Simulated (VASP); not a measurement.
# FePt: relaxation of cell and atoms with PBE

FePt:

```
CELL_PARAMETERS angstrom
2.66010 0.00000 0.00000
-1.33005 2.30372 0.00000
0.00000 0.00000 4.47632
ATOMIC_POSITIONS crystal
Fe 0.33333 0.66667 0.50000
Pt 0.66667 0.33333 0.00000
```

```yaml
Program: VASP 6.6.1
Task: relaxation of cell and atoms
Functional: PBE
Potentials_or_basis: VASP PAW PBE potentials, release 64 (Fe, Pt)
Cutoff: 600 eV
k_mesh: 6 × 6 × 4
Occupations: gaussian, width 0.1 eV
Spin: collinear spin, ferromagnetic start
Starting_moments: "[4.0, 0.0] μB"
Dipole_correction: no
Further_INCAR_settings: ALGO = Normal; EDIFF = 1e-07; IBRION = 2; EDIFFG = -0.04; NSW = 90; ISIF = 3
```

| Property | Result |
| --- | --- |
| Relaxed volume | 14.03 Å³/atom |
| Relaxed cell | a = 2.712 Å, b = 2.712 Å, c = 4.403 Å, α = 90.00°, β = 90.00°, γ = 120.00° |
| Space group after relaxing (to 0.1 Å) | P-6m2 (No. 187) |
| Energy gained by relaxing | 19.5 meV/atom |
| Ionic steps | 6 |
| Pressure after relaxing | 0.2 GPa |
| Net moment | 3.13 μB per cell |
| Site moments | Fe +2.88; Pt +0.25 μB |
| Valence electrons inside the program's atomic spheres | Fe 6.96; Pt 9.41 |

Stress tensor (GPa, compression positive):
```
0.26 0.00 0.00
0.00 0.26 0.00
0.00 0.00 0.05
```

The path:
```csv
step,energy change (eV),largest force (eV/Å),pressure (GPa),volume (Å³)
1,0.0000,0.0000,6.45,27.43
2,0.0166,0.0000,-9.71,29.65
3,-0.0349,0.0000,-1.78,28.37
4,-0.0349,0.0000,-1.64,28.35
5,-0.0386,0.0000,0.78,27.97
6,-0.0390,0.0000,0.19,28.06
```

Final structure:
```xyz
2
Lattice="2.7124 0.0000 0.0000 -1.3562 2.3490 0.0000 0.0000 0.0000 4.4031" Properties=species:S:1:pos:R:3 pbc="T T T"
Fe    0.0000    1.5660    2.2016
Pt    1.3562    0.7830    0.0000
```

Levels at points of the mesh, in eV from the Fermi level:
Spin up:
```csv
k point,band 8,band 9,band 10,band 11,band 12,band 13,band 14,band 15
"(0.00, 0.00, 0.00)",-2.37,-2.37,-0.89,-0.89,-0.51,5.51,15.52,18.97
"(0.50, 0.00, 0.00)",-1.04,-0.68,0.12,1.03,3.42,8.01,8.23,11.24
"(0.00, 0.00, 0.50)",-2.80,-1.62,-1.62,-1.06,-1.06,11.79,14.70,15.37
"(0.50, 0.00, 0.50)",-1.16,-1.00,0.12,1.07,1.23,6.09,6.71,14.93
```
Spin down:
```tsv
k point	band 5	band 6	band 7	band 8	band 9	band 10	band 11	band 12
(0.00, 0.00, 0.00)	-1.45	-1.45	-1.04	-0.40	0.22	0.22	1.47	1.47
(0.50, 0.00, 0.00)	-2.12	-0.75	-0.44	0.32	1.68	1.97	2.65	3.98
(0.00, 0.00, 0.50)	-3.72	-1.59	-1.59	-0.73	0.62	0.62	1.36	1.36
(0.50, 0.00, 0.50)	-1.70	-0.29	0.25	0.35	0.85	1.98	2.09	2.20
```

It took 2.4 min on 1 thread of Oxide Virtual Turin-like Processor, with other jobs on the host, peak memory 0.15 GiB.

Caveat: the k points lie up to 0.45 Å⁻¹ apart in the final cell; spin-orbit coupling is left out, which moves the levels of the heavy elements.
